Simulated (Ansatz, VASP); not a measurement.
# W32F: VASP beside Ansatz

```xyz
33
Lattice="0.0000 6.3684 6.3684 6.3684 0.0000 6.3684 6.3684 6.3684 0.0000" Properties=species:S:1:pos:R:3 pbc="T T T"
W     0.0026    0.0370    0.0395
W     1.5953    1.6274    1.6122
W     3.1786    3.1775    3.1877
W     4.5431    4.8029    4.9045
W     3.2356    3.1824    0.0468
W     4.7696    4.7849    1.6118
W     6.3710    6.5404    3.1663
W     7.9855    7.9777    4.8146
W     3.2071    0.0227    3.2061
W     4.7631    1.5989    4.8145
W     6.3710    3.1976    6.4228
W     7.9926    4.7856    7.9848
W     6.3710    2.9189    3.0103
W     8.1988    4.8029    4.9044
W     9.6248    6.3856    6.4120
W    11.1467    7.9958    7.9806
W     0.0026    3.1881    3.1825
W     1.5760    4.7871    4.8120
W     3.1172    6.3857    6.4121
W     4.7609    7.8841    7.9348
W     3.1665    6.3911    3.2062
W     4.7566    7.9777    4.8146
W     6.3710    9.5356    6.3712
W     7.9724   11.1533    7.9802
W     3.1379    3.1823    6.4153
W     4.7493    4.7856    7.9848
W     6.3710    6.3472    9.5628
W     7.9790    7.9673   11.1829
W     6.3710    6.3798    6.3881
W     7.9811    7.8840    7.9348
W     9.5633    9.5459    9.5561
W    11.1659   11.1555   11.1804
F     6.3709    4.6377    4.0438
```

Alike in both runs: functional PBE; k mesh 1 × 1 × 1; occupations methfessel-paxton of order 1, width 0.1 eV; no spin polarisation.

Ansatz relaxed the structure, and its values are those at the end. VASP's run is a single point on that final structure, the one shown.

|  | VASP | Ansatz |
| --- | --- | --- |
| version | VASP 6.6.1 | Ansatz 0.2.0 |
| potentials or method | VASP PAW PBE potentials, release 64 (W_sv, F), cutoff 520 eV | plane-wave PAW DFT |
| valence electrons in the cell | 455 | 455 |

```csv
,VASP,Ansatz,Ansatz less VASP
rms of the force components (eV/Å),0.022,0.004,-0.0176
```

Neither program's run includes spin-orbit coupling.
